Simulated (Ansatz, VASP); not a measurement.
Given: the input of a run of VASP 6.6.1 on Sb.

Contents of POSCAR:

```
Sb
1.0
    3.1387913073      0.0000000000      0.0000000000
    0.0000000000      3.1387913073      0.0000000000
    0.0000000000      0.0000000000      3.1387913073
Sb
1
Direct
    0.0000000000      0.0000000000      0.0000000000
```

Contents of INCAR.step1:

```
PREC = Accurate ; ENCUT = 520
EDIFF = 1E-5 ; ISMEAR = -1
SIGMA = 0.05 ; LREAL = F
LASPH = T ; NELM = 80
ALGO = Normal ; ISIF = 2
LWAVE = T ; LCHARG = F
GGA = PE ; NBANDS = 8
```

Contents of INCAR.step2:

```
PREC = Accurate ; ENCUT = 520
EDIFF = 1E-7 ; ISMEAR = -1
SIGMA = 0.05 ; LREAL = F
LASPH = T ; NELM = 80
ALGO = Normal ; ISIF = 2
LWAVE = F ; LCHARG = F
METAGGA = R2SCAN ; LHFCALC = T
AEXX = 0.25 ; LMIXTAU = T
PRECFOCK = Normal ; ISTART = 1
NBANDS = 8
```

Contents of KPOINTS:

```
Automatic mesh
0
Gamma
  4 4 4
```

Potentials or basis: VASP PAW PBE potentials, release 64 (Sb).

Launch:

```sh
$ cat potpaw_PBE.64/Sb/POTCAR > POTCAR
$ cp INCAR.step1 INCAR
$ mpirun -np 1 vasp_std > vasp.out
$ cp INCAR.step2 INCAR
$ mpirun -np 1 vasp_std > vasp.out
```

**Question.** Translate it to Ansatz 0.2.0. Potentials there: Ansatz PAW.

**Answer.** As run (the cutoff follows the program's own potentials):

The input input.yaml:

```yaml
crystal:
  lattice:
    - [3.1387913073, 0.0, 0.0]
    - [0.0, 3.1387913073, 0.0]
    - [0.0, 0.0, 3.1387913073]
  atoms:
    - { symbol: Sb, position: [0.0, 0.0, 0.0] }
hamiltonian:
  xc: r2scan0
  pseudopotentials: { kind: paw }
kpoints:
  mp_grid: { grid: [4, 4, 4] }
scf:
  occupations: { method: fermi_dirac, width: 0.05 }
output:
  forces: true
  stress: true
  eigenvalues: true
```

Potentials or basis: Ansatz PAW.

The run is started by

```bash
$ ansatz run input.yaml --threads 2 --pin off --max-ram 5632MiB --backend cpu --events-out ev --progress --plain --runs-dir out
```

Both were run:

|  | VASP | Ansatz | Ansatz less VASP |
| --- | --- | --- | --- |
| gap on the k mesh at the Fermi level (eV) | none | none | - |
| pressure (GPa) | -6.4 | -5.3 | +1.05 |

VASP's potentials were made for PBE, not for r2SCAN0. A gap of «none» marks a metal or a gap that the smearing closes. The functional is the same, so the differences come from potentials, cutoffs and numerics. VASP's potentials hold 5 valence electrons a cell and Ansatz's 15, so a difference there can come from the potentials and not from the codes.

The k mesh is coarse, so the values compare programs but aren't converged. Neither program's run includes spin-orbit coupling.
